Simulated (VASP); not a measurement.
# Si (P6_3/mmc) in VASP: further runs

Si is run at these levels: PBE, HSE06; tasks: single point.

Program: VASP 6.6.1. These are calculated values, not measurements. Logs are shortened: lines on timing, memory, paths and dates and some standing lists are left out, and cuts for length are marked.

## 1. The cell of the first run

The structure is hexagonal, space group P6_3/mmc (No. 194). The conventional cell has a = 2.701 Å, b = 2.701 Å, c = 4.554 Å, α = 90.00°, β = 90.00°, γ = 120.00°. Si (site symmetry -6m2) has 12 Si at 2.70 to 2.76 Å within 3.6 Å.

This isn't the form of Si at room conditions, which is diamond.

## 2. Single point, PBE, non-collinear spin, zero start, spin-orbit coupling

The input, INCAR:

```
SYSTEM = Si
ALGO     = Normal         ! electronic algorithm
EDIFF    = 1E-6           ! SCF threshold, eV
ENCUT    = 520            ! plane-wave cutoff, eV
GGA      = PE             ! functional
GGA_COMPAT= .FALSE.      
ISIF     = 2              ! what is computed and relaxed
ISMEAR   = -1             ! smearing method
LASPH    = .TRUE.         ! aspherical terms in the spheres
LCHARG   = .FALSE.        ! write CHGCAR
LORBIT   = 11             ! projections on sites
LORBMOM  = .TRUE.       
LREAL    = .FALSE.        ! projectors in reciprocal space
LSORBIT  = .TRUE.         ! spin-orbit coupling
LWAVE    = .FALSE.        ! write WAVECAR
MAGMOM   = 0 0 0 0 0 0    ! initial moments
NBANDS   = 20             ! bands
NELM     = 150            ! most SCF steps
PREC     = Accurate       ! precision mode
SIGMA    = 0.1            ! smearing width, eV
```

The input, KPOINTS:

```
k-points
0
G
  13 13 7
  0 0 0
```

The input, POSCAR:

```
Si
1.0
    2.7013333996      0.0000000000      0.0000000000
   -1.3506666998      2.3394233482      0.0000000000
    0.0000000000      0.0000000000      4.5535026497
Si
2
Direct
    0.3333333333      0.6666666667      0.2500000000
    0.6666666667      0.3333333333      0.7500000000
```

Potentials or basis: VASP PAW PBE potentials, release 64 (Si).

The run is started by

```sh
$ cat potpaw_PBE.64/Si/POTCAR > POTCAR
$ mpirun -np 1 vasp_ncl > vasp.out
```

OUTCAR:

```text
SYSTEM = Si
   EDIFF = 1E-6
   ENCUT = 520
   GGA = PE
   ISIF = 2
   ISMEAR = -1
   LASPH = .TRUE.
   LORBIT = 11
   LREAL = .FALSE.
   LSORBIT = .TRUE.
   NELM = 150
   PREC = Accurate

 ion  position               nearest neighbor table
   1  0.333  0.667  0.250-   2 2.76   2 2.76   2 2.76   2 2.76   2 2.76   2 2.76
   2  0.667  0.333  0.750-   1 2.76   1 2.76   1 2.76   1 2.76   1 2.76   1 2.76

  LATTYP: Found a hexagonal cell.
 ALAT       =     2.7013333996
 C/A-ratio  =     1.6856500017

  Lattice vectors:

 A1 = (   2.7013333996,   0.0000000000,   0.0000000000)
 A2 = (  -1.3506666998,   2.3394233482,   0.0000000000)
 A3 = (   0.0000000000,   0.0000000000,   4.5535026497)

Analysis of symmetry for initial positions (statically):
=====================================================================
 Subroutine PRICEL returns:
 Original cell was already a primitive cell.

 Routine SETGRP: Setting up the symmetry group for a
 hexagonal supercell.

 Subroutine GETGRP returns: Found 24 space group operations
 (whereof 12 operations were pure point group operations)
 out of a pool of 24 trial point group operations.

The static configuration has the point symmetry D_3d.
 The point group associated with its full space group is D_6h.

Analysis of symmetry for dynamics (positions and initial velocities):
=====================================================================
 Subroutine PRICEL returns:
 Original cell was already a primitive cell.

 Routine SETGRP: Setting up the symmetry group for a
 hexagonal supercell.

 Subroutine GETGRP returns: Found 24 space group operations
 (whereof 12 operations were pure point group operations)
 out of a pool of 24 trial point group operations.

The dynamic configuration has the point symmetry D_3d.
 The point group associated with its full space group is D_6h.

Analysis of structural, dynamic, and magnetic symmetry:
=====================================================================
 Subroutine PRICEL returns:
 Original cell was already a primitive cell.

 Routine SETGRP: Setting up the symmetry group for a
 hexagonal supercell.

 Subroutine GETGRP returns: Found 24 space group operations
 (whereof 12 operations were pure point group operations)
 out of a pool of 24 trial point group operations.

The overall configuration has the point symmetry D_3d.
 The point group associated with its full space group is D_6h.

 Subroutine INISYM returns: Found 24 space group operations
 (whereof 12 operations are pure point group operations),
 and found     1 'primitive' translations

----------------------------------------------------------------------------------------

                                     Primitive cell

  volume of cell :      28.7761

  direct lattice vectors                    reciprocal lattice vectors
     2.701333400  0.000000000  0.000000000     0.370187553  0.213727883  0.000000000
    -1.350666700  2.339423348  0.000000000     0.000000000  0.427455766  0.000000000
     0.000000000  0.000000000  4.553502650     0.000000000  0.000000000  0.219611160

  length of vectors
     2.701333400  2.701333400  4.553502650     0.427455766  0.427455766  0.219611160

  position of ions in fractional coordinates (direct lattice)
     0.333333333  0.666666667  0.250000000
     0.666666667  0.333333333  0.750000000

  ion indices of the primitive-cell ions
   primitive index   ion index
                 1           1
                 2           2

----------------------------------------------------------------------------------------

 KPOINTS: k-points

Automatic generation of k-mesh.
 Grid dimensions read from file:
 generate k-points for:   13   13    7

 Generating k-lattice:

  Cartesian coordinates                     Fractional coordinates (reciprocal lattice)
     0.028475966  0.016440606  0.000000000     0.076923077  0.000000000  0.000000000
     0.000000000  0.032881213  0.000000000     0.000000000  0.076923077  0.000000000
     0.000000000  0.000000000  0.031373023     0.000000000  0.000000000  0.142857143
[... 95 lines left out ...]

 number of electron       8.0000000 magnetization       0.0000000     -0.0000000      0.0000000

 number of electron       8.0000000 magnetization      -0.0000000      0.0000000     -0.0000000

 Free energy of the ion-electron system (eV)
  ---------------------------------------------------
  ext. energy  EPLUGINS =         0.00000000
  ---------------------------------------------------
  free energy    TOTEN  =        -9.83678610 eV

  energy without entropy =       -9.81372994  energy(sigma->0) =       -9.82525802

 E-fermi :  10.2334     XC(G=0): -11.2173

 val. band max:       10.1583194170   @ k =   0.4615  -0.0000   0.1429
 cond. band min:      10.3495778649   @ k =   0.4615   0.0769   0.0000
 fundamental gap:      0.1912584479
 Fermi energy:        10.2333556339

 k-point     1 :       0.0000    0.0000    0.0000
  band No.  band energies     occupation
      1      -4.2648      1.00000
      2      -4.2648      1.00000
      3       2.1686      1.00000
      4       2.1686      1.00000
      5       3.1250      1.00000
      6       3.1250      1.00000
[... 541 lines left out ...]
     19      22.0896      0.00000
     20      22.0896      0.00000

 [... further k-points ...]

------------------------ aborting loop because EDIFF is reached ----------------------------------------

  FORCE on cell =-STRESS in cart. coord.  units (eV):
  Direction    XX          YY          ZZ          XY          YZ          ZX
  --------------------------------------------------------------------------------------
  -------------------------------------------------------------------------------------
  Total       -0.0117728     -0.0117728     -0.0102072     -0.0000000      0.0000000      0.0000000
  in kB       -0.6554800     -0.6554800     -0.5683101     -0.0000000      0.0000000      0.0000000
  external PRESSURE =      -0.6264234 kB  Pullay stress =       0.0000000 kB

 VOLUME and BASIS-vectors are now :
 -----------------------------------------------------------------------------
  energy-cutoff  :      520.00
  volume of cell :       28.78
      direct lattice vectors                 reciprocal lattice vectors
     2.701333400  0.000000000  0.000000000     0.370187553  0.213727883  0.000000000
    -1.350666700  2.339423348  0.000000000     0.000000000  0.427455766  0.000000000
     0.000000000  0.000000000  4.553502650     0.000000000  0.000000000  0.219611160

 POSITION                                       TOTAL-FORCE (eV/Angst)
 -----------------------------------------------------------------------------------
     -0.00000      1.55962      1.13838         0.000000      0.000000      0.000000
      1.35067      0.77981      3.41513        -0.000000      0.000000      0.000000
 -----------------------------------------------------------------------------------
    total drift:                               -0.000000      0.000000     -0.000000

  FREE ENERGIE OF THE ION-ELECTRON SYSTEM (eV)
  ---------------------------------------------------
  free  energy   TOTEN  =        -9.8367860974 eV

  energy  without entropy=       -9.8137299410  energy(sigma->0) =       -9.82525802

 orbital moment (x)

 # of ion     p       tot
 --------------------------------
  1        -0.000  -0.000
  2        -0.000  -0.000
 --------------------------------
           -0.000  -0.000

 orbital moment (y)

 # of ion     p       tot
 --------------------------------
  1        -0.000  -0.000
  2        -0.000  -0.000
 --------------------------------
           -0.000  -0.000

 orbital moment (z)

 # of ion     p       tot
 --------------------------------
  1         0.000   0.000
  2         0.000   0.000
 --------------------------------
            0.000   0.000

 Spin-Orbit-Coupling matrix elements

 Ion:    1  E_soc:     -0.0002880
 l=   1
     0.0000000    -0.0000479    -0.0000483
    -0.0000479     0.0000000    -0.0000479
    -0.0000483    -0.0000479     0.0000000
 l=   2
     0.0000000     0.0000000     0.0000000     0.0000000     0.0000000
     0.0000000     0.0000000     0.0000000     0.0000000     0.0000000
     0.0000000     0.0000000     0.0000000     0.0000000     0.0000000
     0.0000000     0.0000000     0.0000000     0.0000000     0.0000000
     0.0000000     0.0000000     0.0000000     0.0000000     0.0000000
 l=   3
     0.0000000     0.0000000     0.0000000     0.0000000     0.0000000     0.0000000     0.0000000
     0.0000000     0.0000000     0.0000000     0.0000000     0.0000000     0.0000000     0.0000000
     0.0000000     0.0000000     0.0000000     0.0000000     0.0000000     0.0000000     0.0000000
     0.0000000     0.0000000     0.0000000     0.0000000     0.0000000     0.0000000     0.0000000
     0.0000000     0.0000000     0.0000000     0.0000000     0.0000000     0.0000000     0.0000000
     0.0000000     0.0000000     0.0000000     0.0000000     0.0000000     0.0000000     0.0000000
     0.0000000     0.0000000     0.0000000     0.0000000     0.0000000     0.0000000     0.0000000

 Ion:    2  E_soc:     -0.0002880
 l=   1
     0.0000000    -0.0000479    -0.0000483
    -0.0000479     0.0000000    -0.0000479
    -0.0000483    -0.0000479     0.0000000
 l=   2
     0.0000000     0.0000000     0.0000000     0.0000000     0.0000000
     0.0000000     0.0000000     0.0000000     0.0000000     0.0000000
     0.0000000     0.0000000     0.0000000     0.0000000     0.0000000
     0.0000000     0.0000000     0.0000000     0.0000000     0.0000000
     0.0000000     0.0000000     0.0000000     0.0000000     0.0000000
 l=   3
     0.0000000     0.0000000     0.0000000     0.0000000     0.0000000     0.0000000     0.0000000
     0.0000000     0.0000000     0.0000000     0.0000000     0.0000000     0.0000000     0.0000000
     0.0000000     0.0000000     0.0000000     0.0000000     0.0000000     0.0000000     0.0000000
     0.0000000     0.0000000     0.0000000     0.0000000     0.0000000     0.0000000     0.0000000
     0.0000000     0.0000000     0.0000000     0.0000000     0.0000000     0.0000000     0.0000000
     0.0000000     0.0000000     0.0000000     0.0000000     0.0000000     0.0000000     0.0000000
     0.0000000     0.0000000     0.0000000     0.0000000     0.0000000     0.0000000     0.0000000

 total charge

# of ion       s       p       d       tot
------------------------------------------
    1        0.830   0.714   0.000   1.544
    2        0.830   0.714   0.000   1.544
--------------------------------------------------
tot          1.660   1.428   0.000   3.088

 magnetization (x)

# of ion       s       p       d       tot
------------------------------------------
    1       -0.000   0.000   0.000  -0.000
    2        0.000   0.000   0.000   0.000
--------------------------------------------------
tot         -0.000   0.000   0.000  -0.000

 magnetization (y)

# of ion       s       p       d       tot
------------------------------------------
    1        0.000  -0.000   0.000  -0.000
    2        0.000   0.000   0.000   0.000
--------------------------------------------------
tot          0.000  -0.000   0.000  -0.000

 magnetization (z)

# of ion       s       p       d       tot
------------------------------------------
    1        0.000   0.000   0.000   0.000
    2        0.000   0.000   0.000   0.000
--------------------------------------------------
tot          0.000   0.000   0.000   0.000
```

Run time: 80 s. Hardware: 1 thread of Intel Xeon 8259CL, shared host; peak memory 0.23 GiB.

What came out:

- Free energy: -9.8368 eV
- Pressure: -0.1 GPa
- Net moment: 0.00 μB per cell
- Valence electrons inside the program's atomic spheres: Si 1.54

Moments on the atoms (μB; x, y, z):
```
Si  0.00 0.00 0.00
Si  0.00 0.00 0.00
```

## 3. Single point, PBE

The input, INCAR:

```
PREC = Accurate ; ENCUT = 520
EDIFF = 1E-6 ; ISMEAR = -1
SIGMA = 0.1 ; LREAL = F
LASPH = T ; NELM = 100
ALGO = Normal ; ISIF = 2
LWAVE = F ; LCHARG = T
GGA = PE ; LELF = T
LVHAR = T ; NBANDS = 11
```

The input, KPOINTS:

```
Automatic mesh
0
Gamma
  7 7 4
```

The input, POSCAR:

```
Si
1.0
    2.7013333992      0.0000000000      0.0000000000
   -1.3506666996      2.3394233478      0.0000000000
    0.0000000000      0.0000000000      4.5535026513
Si
2
Direct
    0.3333333333      0.6666666667      0.2500000000
    0.6666666667      0.3333333333      0.7500000000
```

Potentials or basis: VASP PAW PBE potentials, release 64 (Si).

The run is started by

```sh
$ cat potpaw_PBE.64/Si/POTCAR > POTCAR
$ mpirun -np 1 vasp_std > vasp.out
```

It took 8.9 s on 1 thread of Intel Xeon 8259CL, shared host; peak memory 0.13 GiB.

The run converged. Its results:

- Free energy: -9.8153 eV
- Pressure: 0.2 GPa
- Band gap on the k mesh: zero (bands 4 and 5 overlap by 11.16 eV)

Stress tensor (GPa, compression positive):
```
-0.09  0.00  0.00
 0.00 -0.09  0.00
 0.00  0.00  0.93
```

Levels at points of the mesh, in eV from the Fermi level:
```tsv
k point	band 1	band 2	band 3	band 4	band 5	band 6	band 7	band 8	band 9
(0.00, 0.00, 0.00)	-14.67	-8.23	-7.28	8.55	8.55	9.90	9.90	10.39	10.84
(0.00, 0.00, 0.50)	-12.93	-12.93	0.53	0.53	9.86	9.86	9.86	9.86	11.73
```

Caveat: the k points lie up to 0.38 Å⁻¹ apart, too coarse for converged energies and pressures of a metal.

## 4. Single point, HSE06

POSCAR is that of step 3.

The input, INCAR.step1:

```
SYSTEM = Si
PREC = Accurate
ENCUT = 520
EDIFF = 1E-5
ISMEAR = -1
SIGMA = 0.1
LREAL = .FALSE.
LASPH = .TRUE.
NELM = 80
ALGO = Normal
ISIF = 2
LWAVE = .TRUE.
GGA = PE
NBANDS = 11
```

The input, INCAR.step2:

```
SYSTEM = Si
PREC = Accurate
ENCUT = 520
EDIFF = 1E-6
ISMEAR = -1
SIGMA = 0.1
LREAL = .FALSE.
LASPH = .TRUE.
NELM = 80
ALGO = Normal
ISIF = 2
LWAVE = .FALSE.
LCHARG = .TRUE.
GGA = PE
LHFCALC = .TRUE.
HFSCREEN = 0.2079
PRECFOCK = Normal
LELF = .TRUE.
LVHAR = .TRUE.
ISTART = 1
NBANDS = 11
```

The input, KPOINTS:

```
Automatic mesh
0
G
  7 7 4
  0 0 0
```

The run is started by

```sh
$ cat potpaw_PBE.64/Si/POTCAR > POTCAR
$ cp INCAR.step1 INCAR
$ mpirun -np 1 vasp_std > vasp.out
$ cp INCAR.step2 INCAR
$ mpirun -np 1 vasp_std > vasp.out
```

Run time: 16 min. Hardware: 1 thread of Intel Xeon 8259CL, shared host; peak memory 0.25 GiB.

The run converged. Its results:

```yaml
Free_energy: -11.2215 eV
Pressure: -1.7 GPa
Band_gap_on_the_k_mesh: zero (bands 4 and 5 overlap by 12.45 eV)
```

Stress tensor (GPa, compression positive):
```
-1.95  0.00  0.00
 0.00 -1.95  0.00
 0.00  0.00 -1.21
```

Levels at points of the mesh, in eV from the Fermi level:
| k point | band 2 | band 3 | band 4 | band 5 | band 6 | band 7 |
| --- | --- | --- | --- | --- | --- | --- |
| (0.00, 0.00, 0.00) | -9.40 | -8.32 | 9.45 | 9.45 | 10.83 | 10.83 |
| (0.00, 0.00, 0.50) | -14.67 | 0.64 | 0.64 | 10.86 | 10.86 | 10.86 |

Caveat: the k points lie up to 0.38 Å⁻¹ apart, too coarse for converged energies and pressures of a metal; the PAW data sets were made with another functional, which shifts forces and pressure a little.

## 5. Summary

| level | spin | k mesh | grid for exact exchange (PRECFOCK) | share of exact exchange | screening parameter | gap on the mesh (eV) | pressure (GPa) |
| --- | --- | --- | --- | --- | --- | --- | --- |
| PBE | non-collinear, zero start, SOC | 13 × 13 × 7 | - | - | - | - | -0.1 |
| PBE | off | 7 × 7 × 4 | - | - | - | none | 0.2 |
| HSE06 | off | 7 × 7 × 4 | Normal | 0.25 | 0.2079 1/Å | none | -1.7 |

Alike in all rows: task single point; potentials or basis VASP PAW PBE potentials, release 64 (Si); cell as given; cutoff (eV) 520; smearing fermi-dirac 0.1 eV.

Caveats: some runs use coarse meshes; the PAW data sets were made with another functional, which shifts forces and pressure a little (at least some runs).

Absolute energies hang on the potentials; compare differences alone.
